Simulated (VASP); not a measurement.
# BAs (F-43m) in VASP: a series of runs

The runs below take BAs through single point, with PBE.

Program: VASP 6.6.1. These are calculated values, not measurements. Logs are shortened: lines on timing, memory, paths and dates and some standing lists are left out, and cuts for length are marked.

## Step 1: The cell of the first run

It takes space group F-43m (No. 216, cubic). The conventional cell has a = 4.713 Å, b = 4.713 Å, c = 4.713 Å, α = 90.00°, β = 90.00°, γ = 90.00°. Within 2.7 Å of B (site symmetry -43m) lie 4 As at 2.04 Å. As (site symmetry -43m) has 4 B at 2.04 Å within 2.7 Å.

## Step 2: Single point, PBE

Input file INCAR:

```
SYSTEM = BAs
PREC = Accurate
ENCUT = 520
EDIFF = 1E-7
ISMEAR = 0
SIGMA = 0.01
LREAL = .FALSE.
LASPH = .TRUE.
NELM = 80
ALGO = Normal
ISIF = 2
LWAVE = .FALSE.
LCHARG = .FALSE.
GGA = PE
NBANDS = 11
```

Input file KPOINTS:

```
Automatic mesh
0
G
  10 10 10
  0 0 0
```

Input file POSCAR:

```
BAs
1.0
    0.0000000000      2.3566540870      2.3566540870
    2.3566540870      0.0000000000      2.3566540870
    2.3566540870      2.3566540870      0.0000000000
B As
1 1
Direct
    0.0000000000      0.0000000000      0.0000000000
    0.7500000000      0.7500000000      0.7500000000
```

Potentials or basis: VASP PAW PBE potentials, release 64 (B, As).

Launch:

```sh
$ cat potpaw_PBE.64/B/POTCAR potpaw_PBE.64/As/POTCAR > POTCAR
$ mpirun -np 1 vasp_std > vasp.out
```

OUTCAR:

```text
SYSTEM = BAs
   PREC = Accurate
   ENCUT = 520
   EDIFF = 1E-7
   ISMEAR = 0
   LREAL = .FALSE.
   LASPH = .TRUE.
   NELM = 80
   ISIF = 2
   GGA = PE

 ion  position               nearest neighbor table
   1  0.000  0.000  0.000-   2 2.04   2 2.04   2 2.04   2 2.04
   2  0.750  0.750  0.750-   1 2.04   1 2.04   1 2.04   1 2.04

  LATTYP: Found a face centered cubic cell.
 ALAT       =     4.7133081740

  Lattice vectors:

 A1 = (   0.0000000000,   2.3566540870,   2.3566540870)
 A2 = (   2.3566540870,   0.0000000000,   2.3566540870)
 A3 = (   2.3566540870,   2.3566540870,   0.0000000000)

Analysis of symmetry for initial positions (statically):
=====================================================================
 Subroutine PRICEL returns:
 Original cell was already a primitive cell.

 Routine SETGRP: Setting up the symmetry group for a
 face centered cubic supercell.

 Subroutine GETGRP returns: Found 24 space group operations
 (whereof 24 operations were pure point group operations)
 out of a pool of 48 trial point group operations.

The static configuration has the point symmetry T_d .

Analysis of symmetry for dynamics (positions and initial velocities):
=====================================================================
 Subroutine PRICEL returns:
 Original cell was already a primitive cell.

 Routine SETGRP: Setting up the symmetry group for a
 face centered cubic supercell.

 Subroutine GETGRP returns: Found 24 space group operations
 (whereof 24 operations were pure point group operations)
 out of a pool of 48 trial point group operations.

The dynamic configuration has the point symmetry T_d .

 Subroutine INISYM returns: Found 24 space group operations
 (whereof 24 operations are pure point group operations),
 and found     1 'primitive' translations

----------------------------------------------------------------------------------------

                                     Primitive cell

  volume of cell :      26.1769

  direct lattice vectors                    reciprocal lattice vectors
     0.000000000  2.356654087  2.356654087    -0.212165206  0.212165206  0.212165206
     2.356654087  0.000000000  2.356654087     0.212165206 -0.212165206  0.212165206
     2.356654087  2.356654087  0.000000000     0.212165206  0.212165206 -0.212165206

  length of vectors
     3.332812172  3.332812172  3.332812172     0.367480917  0.367480917  0.367480917

  position of ions in fractional coordinates (direct lattice)
     0.000000000  0.000000000  0.000000000
     0.750000000  0.750000000  0.750000000

  ion indices of the primitive-cell ions
   primitive index   ion index
                 1           1
                 2           2

----------------------------------------------------------------------------------------

 KPOINTS: Automatic mesh

Automatic generation of k-mesh.
 Grid dimensions read from file:
 generate k-points for:   10   10   10

 Generating k-lattice:

  Cartesian coordinates                     Fractional coordinates (reciprocal lattice)
    -0.021216521  0.021216521  0.021216521     0.100000000  0.000000000  0.000000000
     0.021216521 -0.021216521  0.021216521     0.000000000  0.100000000  0.000000000
     0.021216521  0.021216521 -0.021216521     0.000000000  0.000000000  0.100000000

  Length of vectors
     0.036748092  0.036748092  0.036748092

  Shift w.r.t. Gamma in fractional coordinates (k-lattice)
     0.000000000  0.000000000  0.000000000

 Subroutine IBZKPT returns following result:
 ===========================================

 Found     47 irreducible k-points:

 Following reciprocal coordinates:
            Coordinates               Weight
  0.000000  0.000000  0.000000      1.000000
  0.100000  0.000000  0.000000      8.000000
  0.200000  0.000000  0.000000      8.000000
  0.300000  0.000000  0.000000      8.000000
  0.400000  0.000000  0.000000      8.000000
  0.500000  0.000000  0.000000      4.000000
[... 16 lines left out ...]
  0.300000  0.300000  0.000000      6.000000
  0.400000  0.300000  0.000000     24.000000
 [... further k-points ...]
   k-points           NKPTS =     47   k-points in BZ     NKDIM =     47   number of bands    NBANDS=     11
   number of dos      NEDOS =    301   number of ions     NIONS =      2
   total plane-waves  NPLWV =  21952
   dimension x,y,z NGX =    28 NGY =   28 NGZ =   28
   dimension x,y,z NGXF=    56 NGYF=   56 NGZF=   56
   ions per type =               1   1
   NGX,Y,Z   is equivalent  to a cutoff of  13.97, 13.97, 13.97 a.u.
   NGXF,Y,Z  is equivalent  to a cutoff of  27.93, 27.93, 27.93 a.u.
 SYSTEM =  BAs
   PREC   = accura    normal or accurate (medium, high low for compatibility)
   ISTART =      0    job   : 0-new  1-cont  2-samecut
   ICHARG =      2    charge: 1-file 2-atom 10-const
   ISPIN  =      1    spin polarized calculation?
   LNONCOLLINEAR =      F non collinear calculations
   LSORBIT =      F    spin-orbit coupling
   LASPH  =      T    aspherical Exc in radial PAW
   ENCUT  =  520.0 eV  38.22 Ry    6.18 a.u.   6.20  6.20  6.20*2*pi/ulx,y,z
   NELM   =     80;   NELMIN=  2; NELMDL= -5     # of ELM steps
   EDIFF  = 0.1E-06   stopping-criterion for ELM
   LREAL  =      F    real-space projection
   EDIFFG = 0.1E-05   stopping-criterion for IOM
   NSW    =      0    number of steps for IOM
   IBRION =     -1    ionic relax: 0-MD 1-quasi-New 2-CG
   NFREE  =      0    steps in history (QN), initial steepest desc. (CG)
   ISIF   =      2    stress and relaxation
   ISYM   =      2    0-nonsym 1-usesym 2-fastsym
   POTIM  = 0.5000    time-step for ionic-motion
   TEBEG  =    0.0;   TEEND  =   0.0 temperature during run
   PSTRESS=    0.0 pullay stress
   NELECT =       8.0000    total number of electrons
   NUPDOWN=      -1.0000    fix difference up-down
   EMIN   =  10.00;   EMAX   =-10.00  energy-range for DOS
   EFERMI =   0.00;   METHOD = LEGACY
   ISMEAR =     0;   SIGMA  =   0.01  broadening in eV -4-tet -1-fermi 0-gaus
   EFERMI_NEDOS =   21; number of points for ismear=-14 and -15
   IALGO  =     38    algorithm
   IMIX   =      4    mixing-type and parameters
     AMIX     =   0.40;   BMIX     =  1.00
     AMIX_MAG =   1.60;   BMIX_MAG =  1.00
  volume/ion in A,a.u.               =      13.09        88.33
  Fermi-wavevector in a.u.,A,eV,Ry     =   1.102721  2.083841 16.544598  1.215994
  Thomas-Fermi vector in A             =   2.239168
   LORBIT       =      0    0 simple, 1 ext, 2 COOP (PROOUT), +10 PAW based schemes
   GGA     = PE    functional components
   LHFCALC =     F    Hartree Fock is set to
   AEXX    =    0.0000 exact exchange contribution
   IVDW    =     0    specifies the selected vdW correction
   LEPSILON=     F    determine dielectric tensor
   LRPA    =     F    only Hartree local field effects (RPA)
 non-spin polarized calculation
 Gauss-broadening in eV      SIGMA  =   0.01
  energy-cutoff  :      520.00
  volume of cell :       26.18
 maximum number of plane-waves:       725
 NGX is ok and might be reduce to    28
   NGX = 13   NGY = 13   NGZ = 13

 number of electron       8.0000000 magnetization

 Free energy of the ion-electron system (eV)
  ---------------------------------------------------
  ext. energy  EPLUGINS =         0.00000000
  ---------------------------------------------------
  free energy    TOTEN  =       -11.36244127 eV

  energy without entropy =      -11.36244127  energy(sigma->0) =      -11.36244127

 E-fermi :   6.6567     XC(G=0): -10.7596

 val. band max:        6.5782379133   @ k =   0.0000   0.0000   0.0000
 cond. band min:       7.7113850599   @ k =   0.4000   0.4000   0.0000
 fundamental gap:      1.1331471466
 Fermi energy:         6.6566872103

 k-point     1 :       0.0000    0.0000    0.0000
  band No.  band energies     occupation
      1      -9.1973      2.00000
      2       6.5782      2.00000
      3       6.5782      2.00000
      4       6.5782      2.00000
      5       9.9066      0.00000
      6       9.9066      0.00000
      7       9.9066      0.00000
      8      11.7833      0.00000
      9      16.3623      0.00000
     10      19.6937      0.00000
     11      19.6937      0.00000

 k-point     2 :       0.1000    0.0000    0.0000
  band No.  band energies     occupation
      1      -9.0269      2.00000
      2       5.1569      2.00000
      3       6.2623      2.00000
      4       6.2623      2.00000
      5      10.1329      0.00000
      6      10.3215      0.00000
      7      10.3215      0.00000
      8      12.5700      0.00000
      9      17.0382      0.00000
     10      18.5747      0.00000
     11      18.5747      0.00000

 k-point     3 :       0.2000    0.0000    0.0000
  band No.  band energies     occupation
      1      -8.5237      2.00000
      2       2.7247      2.00000
      3       5.6644      2.00000
      4       5.6644      2.00000
      5       9.9859      0.00000
      6      11.0600      0.00000
      7      11.0600      0.00000
      8      14.0942      0.00000
      9      17.8356      0.00000
     10      17.8356      0.00000
     11      18.0408      0.00000

 k-point     4 :       0.3000    0.0000    0.0000
  band No.  band energies     occupation
      1      -7.7225      2.00000
      2       0.3551      2.00000
      3       5.1382      2.00000
      4       5.1382      2.00000
      5       9.7391      0.00000
      6      11.4521      0.00000
      7      11.4521      0.00000
      8      15.2425      0.00000
      9      18.1758      0.00000
     10      18.3227      0.00000
     11      18.3227      0.00000

 k-point     5 :       0.4000    0.0000    0.0000
  band No.  band energies     occupation
      1      -6.7538      2.00000
      2      -1.5997      2.00000
      3       4.8013      2.00000
      4       4.8013      2.00000
      5       9.5690      0.00000
      6      11.4533      0.00000
      7      11.4533      0.00000
      8      15.5414      0.00000
      9      18.9503      0.00000
     10      19.9286      0.00000
     11      19.9286      0.00000
[... 211 lines left out ...]
 k-point    21 :      -0.3000    0.2000    0.0000
  band No.  band energies     occupation
      1      -6.5352      2.00000
      2      -0.6487      2.00000
      3       1.7859      2.00000
      4       4.5443      2.00000
      5      10.1943      0.00000
      6      12.6395      0.00000
      7      12.9727      0.00000
      8      14.9397      0.00000
      9      17.3693      0.00000
     10      18.9611      0.00000
     11      22.2764      0.00000

 k-point    22 :      -0.2000    0.2000    0.0000
  band No.  band energies     occupation
      1      -7.4484      2.00000
      2       0.9985      2.00000
      3       2.3321      2.00000
      4       5.2355      2.00000
      5      10.6599      0.00000
      6      11.8040      0.00000
      7      12.7547      0.00000
      8      13.7916      0.00000
      9      16.5200      0.00000
     10      19.4710      0.00000
     11      21.1910      0.00000

 k-point    23 :       0.3000    0.3000    0.0000
  band No.  band energies     occupation
      1      -7.2049      2.00000
      2       1.3097      2.00000
      3       3.2512      2.00000
      4       3.2512      2.00000
      5       7.9459      0.00000
      6      10.2514      0.00000
      7      15.2901      0.00000
      8      15.2901      0.00000
      9      17.9481      0.00000
     10      21.8918      0.00000
     11      22.1257      0.00000

 k-point    24 :       0.4000    0.3000    0.0000
  band No.  band energies     occupation
      1      -6.4421      2.00000
      2       0.0108      2.00000
      3       2.4319      2.00000
      4       2.9436      2.00000
      5       8.2525      0.00000
      6       9.9840      0.00000
      7      15.7064      0.00000
      8      15.9136      0.00000
      9      18.9879      0.00000
     10      22.7161      0.00000
     11      22.9223      0.00000

 [... further k-points ...]

------------------------ aborting loop because EDIFF is reached ----------------------------------------

  FORCE on cell =-STRESS in cart. coord.  units (eV):
  Direction    XX          YY          ZZ          XY          YZ          ZX
  --------------------------------------------------------------------------------------
  -------------------------------------------------------------------------------------
  Total        1.6019891      1.6019891      1.6019891     -0.0000000      0.0000000      0.0000000
  in kB       98.0511341     98.0511341     98.0511341     -0.0000000      0.0000000      0.0000000
  external PRESSURE =      98.0511341 kB  Pullay stress =       0.0000000 kB

 VOLUME and BASIS-vectors are now :
 -----------------------------------------------------------------------------
  energy-cutoff  :      520.00
  volume of cell :       26.18
      direct lattice vectors                 reciprocal lattice vectors
     0.000000000  2.356654087  2.356654087    -0.212165206  0.212165206  0.212165206
     2.356654087  0.000000000  2.356654087     0.212165206 -0.212165206  0.212165206
     2.356654087  2.356654087  0.000000000     0.212165206  0.212165206 -0.212165206

 POSITION                                       TOTAL-FORCE (eV/Angst)
 -----------------------------------------------------------------------------------
      0.00000      0.00000      0.00000         0.000000     -0.000000      0.000000
      3.53498      3.53498      3.53498        -0.000000      0.000000     -0.000000
 -----------------------------------------------------------------------------------
    total drift:                                0.000000      0.000000      0.000000

  FREE ENERGIE OF THE ION-ELECTRON SYSTEM (eV)
  ---------------------------------------------------
  free  energy   TOTEN  =       -11.3624412734 eV

  energy  without entropy=      -11.3624412734  energy(sigma->0) =      -11.36244127
```

Run time: 11 s. Hardware: 1 thread of Intel Xeon 6975P-C, shared host; peak memory 0.16 GiB.

What came out:

```yaml
Free_energy: -11.3624 eV
Pressure: 9.8 GPa
Band_gap_on_the_k_mesh: 1.13 eV, indirect (least direct gap 3.33 eV)
```

## Step 3: Single point, PBE

This run uses another cell than the first one, of 13.90 Å³/atom, 1.062 times its volume.

Input file INCAR:

```
  PREC = Accurate
  ENCUT = 520
  EDIFF = 1E-6
  ISMEAR = 0
  SIGMA = 0.01
  LREAL = F
  LASPH = T
  NELM = 100
  ALGO = Normal
  ISIF = 2
  LWAVE = F
  LCHARG = F
  GGA = PE
  NBANDS = 11
```

Input file KPOINTS:

```
Automatic mesh
0
Gamma
  10 10 10
```

Input file POSCAR:

```
BAs
1.0
    0.0000000000      2.4046443036      2.4046443036
    2.4046443036      0.0000000000      2.4046443036
    2.4046443036      2.4046443036      0.0000000000
B As
1 1
Direct
    0.0000000000      0.0000000000      0.0000000000
    0.7500000000      0.7500000000      0.7500000000
```

Potentials or basis: VASP PAW PBE potentials, release 64 (B, As).

Launch:

```sh
$ cat potpaw_PBE.64/B/POTCAR potpaw_PBE.64/As/POTCAR > POTCAR
$ mpirun -np 1 vasp_std > vasp.out
```

OUTCAR:

```text
PREC = Accurate
   ENCUT = 520
   EDIFF = 1E-6
   ISMEAR = 0
   LREAL = F
   LASPH = T
   NELM = 100
   ISIF = 2
   GGA = PE

 ion  position               nearest neighbor table
   1  0.000  0.000  0.000-   2 2.08   2 2.08   2 2.08   2 2.08
   2  0.750  0.750  0.750-   1 2.08   1 2.08   1 2.08   1 2.08

  LATTYP: Found a face centered cubic cell.
 ALAT       =     4.8092886072

  Lattice vectors:

 A1 = (   0.0000000000,   2.4046443036,   2.4046443036)
 A2 = (   2.4046443036,   0.0000000000,   2.4046443036)
 A3 = (   2.4046443036,   2.4046443036,   0.0000000000)
[... 512 lines left out ...]
      6       9.2932      0.00000
      7      14.5979      0.00000
      8      14.8415      0.00000
      9      17.7830      0.00000
     10      21.4656      0.00000
     11      21.6457      0.00000

 [... further k-points ...]
[... 5 lines left out ...]
  --------------------------------------------------------------------------------------
  -------------------------------------------------------------------------------------
  Total        0.1027985      0.1027985      0.1027985      0.0000000      0.0000000      0.0000000
  in kB        5.9226313      5.9226313      5.9226313      0.0000000      0.0000000      0.0000000
  external PRESSURE =       5.9226313 kB  Pullay stress =       0.0000000 kB

 VOLUME and BASIS-vectors are now :
 -----------------------------------------------------------------------------
  energy-cutoff  :      520.00
  volume of cell :       27.81
      direct lattice vectors                 reciprocal lattice vectors
     0.000000000  2.404644304  2.404644304    -0.207930961  0.207930961  0.207930961
     2.404644304  0.000000000  2.404644304     0.207930961 -0.207930961  0.207930961
     2.404644304  2.404644304  0.000000000     0.207930961  0.207930961 -0.207930961

 POSITION                                       TOTAL-FORCE (eV/Angst)
 -----------------------------------------------------------------------------------
      0.00000      0.00000      0.00000        -0.000000     -0.000000     -0.000000
      3.60697      3.60697      3.60697         0.000000      0.000000      0.000000
 -----------------------------------------------------------------------------------
    total drift:                                0.000000      0.000000      0.000000

  FREE ENERGIE OF THE ION-ELECTRON SYSTEM (eV)
  ---------------------------------------------------
  free  energy   TOTEN  =       -11.4134293672 eV

  energy  without entropy=      -11.4134293672  energy(sigma->0) =      -11.41342937
```

stdout:

```text
POSCAR found type information on POSCAR B As
 POSCAR found :  2 types and       2 ions
 scaLAPACK will be used
 LDA part: xc-table for (Slater+PW92), standard interpolation
 POSCAR, INCAR and KPOINTS ok, starting setup
 FFT: planning ... GRIDC
 FFT: planning ... GRID_SOFT
 FFT: planning ... GRID
 WAVECAR not read
 entering main loop
```

It took 9.8 s on 1 thread of Intel Xeon 6975P-C, shared host; peak memory 0.16 GiB.

Results:

- Free energy: -11.4134 eV
- Pressure: 0.6 GPa
- Band gap on the k mesh: 1.20 eV, indirect (least direct gap 3.25 eV)

Levels at points of the mesh, in eV from the valence-band top:
| k point | band 1 | band 2 | band 3 | band 4 | band 5 | band 6 | band 7 | band 8 |
| --- | --- | --- | --- | --- | --- | --- | --- | --- |
| (0.00, 0.00, 0.00) | -15.22 | 0.00 | 0.00 | 0.00 | 3.25 | 3.25 | 3.25 | 4.43 |
| (0.50, 0.00, 0.00) | -12.42 | -8.64 | -1.79 | -1.79 | 2.57 | 4.76 | 4.76 | 8.82 |
| (0.50, 0.50, 0.00) | -11.13 | -8.42 | -4.00 | -4.00 | 1.45 | 1.46 | 11.17 | 11.17 |

A k mesh can miss the band edges. A hybrid or GW would open this gap; PBE tends to underestimate it.
